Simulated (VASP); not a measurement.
# KNd2Sb3: single point with PBE

Crystal: KNd2Sb3.

```
K Nd Sb
1.0
     5.82396    0.00000    0.00000
    -2.91198    5.04370    0.00000
     0.00000    0.00000    6.54815
K Nd Sb
1 2 3
Direct
  0.00000 0.00000 0.90677
  0.33333 0.66667 0.41401
  0.66667 0.33333 0.41401
  0.33333 0.66667 0.91445
  0.66667 0.33333 0.91445
  0.00000 0.00000 0.40766
```

The cell was built from a structure type or drawn by symmetry, and may not be a known phase.

```yaml
Program: VASP 6.6.1
Task: single point
Functional: PBE
Potentials_or_basis: VASP PAW PBE potentials, release 64 (K_sv, Nd_3, Sb), 4f in core
Cutoff: 500 eV
k_mesh: 4 × 4 × 2
Occupations: gaussian, width 0.2 eV
Spin: no spin polarisation
```

| Quantity | Value |
| --- | --- |
| Pressure | 0.1 GPa |
| Largest force | 0.026 eV/Å |
| Band gap on the k mesh | zero (bands 23 and 24 overlap by 0.72 eV) |

Forces on the atoms (eV/Å):
```
K    0.000  0.000  0.026
Nd   0.000  0.000 -0.012
Nd   0.000  0.000 -0.012
Sb   0.000  0.000 -0.012
Sb   0.000  0.000 -0.012
Sb   0.000  0.000  0.020
```

Stress tensor (GPa, compression positive):
```
0.05 0.00 0.00
0.00 0.05 0.00
0.00 0.00 0.17
```

Levels at points of the mesh, in eV from the Fermi level:
```
           k point  band 20  band 21  band 22  band 23  band 24  band 25  band 26  band 27
(0.00, 0.00, 0.00)    -2.55     0.02     0.13     0.13     0.36     0.59     0.81     0.81
(0.50, 0.00, 0.00)    -1.92    -1.86    -0.51    -0.44    -0.32     1.02     1.25     1.25
(0.00, 0.00, 0.50)    -2.54    -1.43    -1.31     0.06     0.06     0.64     1.18     1.18
(0.50, 0.00, 0.50)    -2.16    -2.09    -0.67    -0.42     0.41     0.83     0.94     1.02
```

Run time: 49 s on 1 thread of Intel(R) Xeon(R) 6975P-C (Granite Rapids) (shared host), peak memory 0.27 GiB.

Caveat: the k points lie up to 0.48 Å⁻¹ apart, too coarse for converged energies and pressures of a metal; spin-orbit coupling is left out, which moves the levels of the heavy elements; the 4f electrons are frozen in the core, so they carry no moment and show no levels. Spin polarisation is off, so any magnetic state and its effect on volume and gap are missing.
